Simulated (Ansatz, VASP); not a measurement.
## One calculation of V, two programs

```
V
1.0
     2.99710    0.00000    0.00000
     0.00000    2.99710    0.00000
     0.00000    0.00000   18.99710
V
3
Direct
  0.00000 0.00000 0.43105
  0.50000 0.50000 0.50000
  0.00000 0.00000 0.56895
```

Alike in both runs: functional PBE; k mesh 11 × 11 × 1; occupations fermi-dirac, width 0.05 eV; no spin polarisation.

Ansatz relaxed the structure, and its values are those at the end. VASP's run is a single point on that final structure, the one shown.

```csv
,VASP,Ansatz
version,VASP 6.6.1,Ansatz 0.2.0
potentials or method,"VASP PAW PBE potentials, release 64 (V_sv), cutoff 520 eV","all-electron LAPW, scalar-relativistic"
```

|  | VASP | Ansatz | Ansatz less VASP |
| --- | --- | --- | --- |
| rms of the force components (eV/Å) | 0.017 | 0.003 | -0.0149 |

Ansatz ran all-electron here, and VASP with PAW potentials. Ansatz's warnings: vacuum below fermi.
